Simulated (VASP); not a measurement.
SnC3:

```
CELL_PARAMETERS angstrom
2.97889 0.00000 0.00000
0.00000 2.97889 0.00000
0.00000 0.00000 4.64352
ATOMIC_POSITIONS crystal
C 0.50000 0.00000 0.82036
C 0.50000 0.50000 0.00000
C 0.00000 0.50000 0.17964
Sn 0.00000 0.00000 0.50000
```

Base run:

- Program: VASP 6.6.1
- Functional: PBE
- Potentials or basis: VASP PAW PBE potentials, release 64 (C, Sn_d)
- Cutoff: 520 eV
- k mesh: 6 × 6 × 4
- Occupations: gaussian, width 0.01 eV
- Spin: no spin polarisation

Its results: band gap on the k mesh 0.33 eV, indirect (least direct gap 0.61 eV); pressure 2.6 GPa; largest force 0.325 eV/Å.

**Question.** The run is repeated on the same cell with these changes: functional from PBE to r2SCAN. What comes out?

**Answer.** Band gap on the k mesh 0.40 eV, indirect (least direct gap 0.75 eV); pressure 0.4 GPa; largest force 0.004 eV/Å.

Caveats: spin-orbit coupling is left out, which moves the levels of the heavy elements; the PAW data sets were made with another functional, which shifts forces and pressure a little (some runs).

A k mesh can miss the band edges.
